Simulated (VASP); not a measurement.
Input of a VASP 6.6.1 run:

The input INCAR:

```
SYSTEM = Bi2Se3
PREC = Accurate
ENCUT = 520
EDIFF = 1E-6
ISMEAR = 0
SIGMA = 0.02
LREAL = .FALSE.
LASPH = .TRUE.
NELM = 60
ALGO = Normal
ISIF = 2
LWAVE = .FALSE.
LCHARG = .FALSE.
GGA = PE
NBANDS = 32
```

The input KPOINTS:

```
regular mesh
0
G
  6 6 6
  0 0 0
```

POSCAR

```
Bi2Se3
1.0
    2.0107992367      1.0693526603     10.0945654659
   -2.0107992367      1.0693526603     10.0945654659
    0.0000000000     -2.6088456019     10.1507962130
Bi Se
2 3
Direct
    0.3980479346      0.3980479346      0.3978499423
    0.6019520654      0.6019520654      0.6021500577
    0.0000000000      0.0000000000      0.0000000000
    0.2143795059      0.2143795059      0.2200383961
    0.7856204941      0.7856204941      0.7799616039
```

Potentials or basis: VASP PAW PBE potentials, release 64 (Bi_d, Se).

The run is started by

```bash
$ cat potpaw_PBE.64/Bi_d/POTCAR potpaw_PBE.64/Se/POTCAR > POTCAR
$ mpirun -np 1 vasp_std > vasp.out
```

Predict the largest force.

0.013 eV/Å.

What does it give for the pressure?

1.1 GPa.

Predict the band gap on the k mesh.

0.48 eV.

Stress tensor (GPa, compression positive):
```
2.74 0.00 0.00
0.00 0.02 0.04
0.00 0.04 0.47
```

Caveat: the cell differs from its parent crystal (biaxial strain in the a-b plane: -4.0 %, then relaxed in part); spin-orbit coupling is left out, which moves the levels of the heavy elements. A k mesh can miss the band edges.
